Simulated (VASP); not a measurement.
Runs of VASP 6.6.1 on Ni. The structure is that of space group Fddd (No. 70), or close to it. The cells are those of the table. 

| cell | k mesh | gap on the mesh (eV) | pressure (GPa) |
| --- | --- | --- | --- |
| a = 4.509, b = 4.509, c = 2.583 Å, angles 97.9, 97.9, 147.4°, 2 atoms | 17 × 17 × 16 | none | (a) |
| a = 4.342, b = 4.342, c = 2.488 Å, angles 97.9, 97.9, 147.4°, 2 atoms | 25 × 25 × 24 | none | 0.0 |
| a = 4.283, b = 4.283, c = 2.454 Å, angles 97.9, 97.9, 147.4°, 2 atoms | 17 × 17 × 16 | none | 8.6 |
| a = 4.342, b = 4.342, c = 2.488 Å, angles 97.9, 97.9, 147.4°, 2 atoms | 17 × 17 × 16 | none | 0.0 |

Alike in all rows: task single point; level PBE; potentials or basis VASP PAW PBE potentials, release 64 (Ni); no spin polarisation; cutoff (eV) 520; smearing fermi-dirac 0.1 eV.

Estimate the missing entries.

(a) -16.4.

Caveats: the run has no spin polarisation, though such a crystal can be magnetic; the cell stands under tension (at least some runs); the cell stands under pressure (at least some runs).

A gap of «none» marks levels without a gap at the run's occupations.
